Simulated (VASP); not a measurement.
# NaI (Fm-3m) in VASP: further runs, part 2 of 2

VASP 6.6.1.

### 3 Single point, PBE

INCAR

```
SYSTEM = NaI
  PREC = Accurate
  ENCUT = 520
  EDIFF = 1E-7
  ISMEAR = 0
  SIGMA = 0.05
  LREAL = .False.
  LASPH = .True.
  NELM = 60
  ALGO = Normal
  ISIF = 2
  LWAVE = .False.
  LCHARG = .False.
  GGA = PE
  NBANDS = 14
```

KPOINTS

```
regular mesh
0
Gamma
  8 8 8
  0 0 0
```

POSCAR

```
NaI
1.0
    0.0000000000      3.2364000000      3.2364000000
    3.2364000000      0.0000000000      3.2364000000
    3.2364000000      3.2364000000      0.0000000000
Na I
1 1
Direct
    0.0000000000      0.0000000000      0.0000000000
    0.5000000000      0.5000000000      0.5000000000
```

Potentials or basis: VASP PAW PBE potentials, release 64 (Na_pv, I).

The run is started by

```sh
$ cat potpaw_PBE.64/Na_pv/POTCAR potpaw_PBE.64/I/POTCAR > POTCAR
$ mpirun -np 1 vasp_std > vasp.out
```

OUTCAR:

```text
SYSTEM = NaI
   PREC = Accurate
   ENCUT = 520
   EDIFF = 1E-7
   ISMEAR = 0
   LREAL = .False.
   LASPH = .True.
   NELM = 60
   ISIF = 2
   GGA = PE

 ion  position               nearest neighbor table
   1  0.000  0.000  0.000-
   2  0.500  0.500  0.500-

  LATTYP: Found a face centered cubic cell.
 ALAT       =     6.4728000000

  Lattice vectors:

 A1 = (   0.0000000000,   3.2364000000,   3.2364000000)
 A2 = (   3.2364000000,   0.0000000000,   3.2364000000)
 A3 = (   3.2364000000,   3.2364000000,   0.0000000000)

Analysis of symmetry for initial positions (statically):
=====================================================================
 Subroutine PRICEL returns:
 Original cell was already a primitive cell.

 Routine SETGRP: Setting up the symmetry group for a
 face centered cubic supercell.

 Subroutine GETGRP returns: Found 48 space group operations
 (whereof 48 operations were pure point group operations)
 out of a pool of 48 trial point group operations.

The static configuration has the point symmetry O_h .

Analysis of symmetry for dynamics (positions and initial velocities):
=====================================================================
 Subroutine PRICEL returns:
 Original cell was already a primitive cell.

 Routine SETGRP: Setting up the symmetry group for a
 face centered cubic supercell.

 Subroutine GETGRP returns: Found 48 space group operations
 (whereof 48 operations were pure point group operations)
 out of a pool of 48 trial point group operations.

The dynamic configuration has the point symmetry O_h .

 Subroutine INISYM returns: Found 48 space group operations
 (whereof 48 operations are pure point group operations),
 and found     1 'primitive' translations

----------------------------------------------------------------------------------------

                                     Primitive cell

  volume of cell :      67.7980

  direct lattice vectors                    reciprocal lattice vectors
     0.000000000  3.236400000  3.236400000    -0.154492646  0.154492646  0.154492646
     3.236400000  0.000000000  3.236400000     0.154492646 -0.154492646  0.154492646
     3.236400000  3.236400000  0.000000000     0.154492646  0.154492646 -0.154492646

  length of vectors
     4.576960773  4.576960773  4.576960773     0.267589113  0.267589113  0.267589113

  position of ions in fractional coordinates (direct lattice)
     0.000000000  0.000000000  0.000000000
     0.500000000  0.500000000  0.500000000

  ion indices of the primitive-cell ions
   primitive index   ion index
                 1           1
                 2           2

----------------------------------------------------------------------------------------

 KPOINTS: regular mesh

Automatic generation of k-mesh.
 Grid dimensions read from file:
 generate k-points for:    8    8    8

 Generating k-lattice:

  Cartesian coordinates                     Fractional coordinates (reciprocal lattice)
    -0.019311581  0.019311581  0.019311581     0.125000000  0.000000000  0.000000000
     0.019311581 -0.019311581  0.019311581     0.000000000  0.125000000  0.000000000
[... 40 lines left out ...]
   k-points           NKPTS =     29   k-points in BZ     NKDIM =     29   number of bands    NBANDS=     14
   number of dos      NEDOS =    301   number of ions     NIONS =      2
   total plane-waves  NPLWV =  46656
   dimension x,y,z NGX =    36 NGY =   36 NGZ =   36
   dimension x,y,z NGXF=    72 NGYF=   72 NGZF=   72
   ions per type =               1   1
   NGX,Y,Z   is equivalent  to a cutoff of  13.08, 13.08, 13.08 a.u.
   NGXF,Y,Z  is equivalent  to a cutoff of  26.15, 26.15, 26.15 a.u.
 SYSTEM =  NaI
   PREC   = accura    normal or accurate (medium, high low for compatibility)
   ISTART =      0    job   : 0-new  1-cont  2-samecut
   ICHARG =      2    charge: 1-file 2-atom 10-const
   ISPIN  =      1    spin polarized calculation?
   LNONCOLLINEAR =      F non collinear calculations
   LSORBIT =      F    spin-orbit coupling
   LASPH  =      T    aspherical Exc in radial PAW
   ENCUT  =  520.0 eV  38.22 Ry    6.18 a.u.   8.51  8.51  8.51*2*pi/ulx,y,z
   NELM   =     60;   NELMIN=  2; NELMDL= -5     # of ELM steps
   EDIFF  = 0.1E-06   stopping-criterion for ELM
   LREAL  =      F    real-space projection
   EDIFFG = 0.1E-05   stopping-criterion for IOM
   NSW    =      0    number of steps for IOM
   IBRION =     -1    ionic relax: 0-MD 1-quasi-New 2-CG
   NFREE  =      0    steps in history (QN), initial steepest desc. (CG)
   ISIF   =      2    stress and relaxation
   ISYM   =      2    0-nonsym 1-usesym 2-fastsym
   POTIM  = 0.5000    time-step for ionic-motion
   TEBEG  =    0.0;   TEEND  =   0.0 temperature during run
   PSTRESS=    0.0 pullay stress
   NELECT =      14.0000    total number of electrons
   NUPDOWN=      -1.0000    fix difference up-down
   EMIN   =  10.00;   EMAX   =-10.00  energy-range for DOS
   EFERMI =   0.00;   METHOD = LEGACY
   ISMEAR =     0;   SIGMA  =   0.05  broadening in eV -4-tet -1-fermi 0-gaus
   EFERMI_NEDOS =   21; number of points for ismear=-14 and -15
   IALGO  =     38    algorithm
   IMIX   =      4    mixing-type and parameters
     AMIX     =   0.40;   BMIX     =  1.00
     AMIX_MAG =   1.60;   BMIX_MAG =  1.00
  volume/ion in A,a.u.               =      33.90       228.76
  Fermi-wavevector in a.u.,A,eV,Ry     =   0.967636  1.828567 12.739397  0.936319
  Thomas-Fermi vector in A             =   2.097538
   LORBIT       =      0    0 simple, 1 ext, 2 COOP (PROOUT), +10 PAW based schemes
   GGA     = PE    functional components
   LHFCALC =     F    Hartree Fock is set to
   AEXX    =    0.0000 exact exchange contribution
   IVDW    =     0    specifies the selected vdW correction
   LEPSILON=     F    determine dielectric tensor
   LRPA    =     F    only Hartree local field effects (RPA)
 non-spin polarized calculation
 Gauss-broadening in eV      SIGMA  =   0.05
  energy-cutoff  :      520.00
  volume of cell :       67.80
 maximum number of plane-waves:      1850
 NGX is ok and might be reduce to    36
   NGX = 17   NGY = 17   NGZ = 17

 number of electron      13.9999993 magnetization

 Free energy of the ion-electron system (eV)
  ---------------------------------------------------
  ext. energy  EPLUGINS =         0.00000000
  ---------------------------------------------------
  free energy    TOTEN  =        -5.38506497 eV

  energy without entropy =       -5.38506497  energy(sigma->0) =       -5.38506497

 E-fermi :   1.0114     XC(G=0):  -7.7046

 val. band max:        0.8066425761   @ k =   0.0000   0.0000   0.0000
 cond. band min:       4.4473130377   @ k =   0.0000   0.0000   0.0000
 fundamental gap:      3.6406704616
 Fermi energy:         1.0113599029

 k-point     1 :       0.0000    0.0000    0.0000
  band No.  band energies     occupation
      1     -21.6323      2.00000
      2     -21.6323      2.00000
      3     -21.6323      2.00000
      4     -10.2109      2.00000
      5       0.8066      2.00000
      6       0.8066      2.00000
      7       0.8066      2.00000
      8       4.4473      0.00000
      9       8.7362      0.00000
     10       8.7362      0.00000
     11       8.7362      0.00000
     12      10.5544      0.00000
     13      10.5544      0.00000
     14      11.2423      0.00000
[... 377 lines left out ...]
      1     -21.6366      2.00000
      2     -21.6338      2.00000
      3     -21.6331      2.00000
      4      -9.8549      2.00000
      5      -1.0993      2.00000
      6      -0.1041      2.00000
      7       0.3214      2.00000
      8       6.9430      0.00000
      9       7.1033      0.00000
     10       9.0721      0.00000
     11       9.0809      0.00000
     12      11.2964      0.00000
     13      12.2497      0.00000
     14      13.5081      0.00000

 [... further k-points ...]

------------------------ aborting loop because EDIFF is reached ----------------------------------------

  FORCE on cell =-STRESS in cart. coord.  units (eV):
  Direction    XX          YY          ZZ          XY          YZ          ZX
  --------------------------------------------------------------------------------------
  -------------------------------------------------------------------------------------
  Total        0.1815509      0.1815509      0.1815509      0.0000000      0.0000000     -0.0000000
  in kB        4.2903471      4.2903471      4.2903471      0.0000000      0.0000000     -0.0000000
  external PRESSURE =       4.2903471 kB  Pullay stress =       0.0000000 kB

 VOLUME and BASIS-vectors are now :
 -----------------------------------------------------------------------------
  energy-cutoff  :      520.00
  volume of cell :       67.80
      direct lattice vectors                 reciprocal lattice vectors
     0.000000000  3.236400000  3.236400000    -0.154492646  0.154492646  0.154492646
     3.236400000  0.000000000  3.236400000     0.154492646 -0.154492646  0.154492646
     3.236400000  3.236400000  0.000000000     0.154492646  0.154492646 -0.154492646

 POSITION                                       TOTAL-FORCE (eV/Angst)
 -----------------------------------------------------------------------------------
      0.00000      0.00000      0.00000        -0.000000      0.000000      0.000000
      3.23640      3.23640      3.23640         0.000000     -0.000000     -0.000000
 -----------------------------------------------------------------------------------
    total drift:                                0.000000      0.000000      0.000000

  FREE ENERGIE OF THE ION-ELECTRON SYSTEM (eV)
  ---------------------------------------------------
  free  energy   TOTEN  =        -5.3850649721 eV

  energy  without entropy=       -5.3850649721  energy(sigma->0) =       -5.38506497
```

stdout:

```text
POSCAR found type information on POSCAR NaI
 POSCAR found :  2 types and       2 ions
 scaLAPACK will be used
 LDA part: xc-table for (Slater+PW92), standard interpolation
 POSCAR, INCAR and KPOINTS ok, starting setup
 FFT: planning ... GRIDC
 FFT: planning ... GRID_SOFT
 FFT: planning ... GRID
 WAVECAR not read
 entering main loop
```

It took 21 s on 1 thread of Intel Xeon 6975P-C (Granite Rapids), shared host; peak memory 0.2 GiB.

Results:

| Item | Value |
| --- | --- |
| Free energy | -5.3851 eV |
| Pressure | 0.4 GPa |
| Band gap on the k mesh | 3.64 eV, direct |

Levels at points of the mesh, in eV from the valence-band top:
```csv
k point,band 5,band 6,band 7,band 8,band 9,band 10
"(0.00, 0.00, 0.00)",0.00,0.00,0.00,3.64,7.93,7.93
"(0.50, 0.00, 0.00)",-2.18,-0.28,-0.28,5.09,7.44,7.44
"(0.50, 0.50, 0.00)",-1.90,-0.74,-0.74,4.49,5.56,9.87
```

Caveat: spin-orbit coupling is left out, which moves the levels of the heavy elements. Expect the measured gap to be larger: semilocal functionals such as PBE lack the derivative discontinuity.
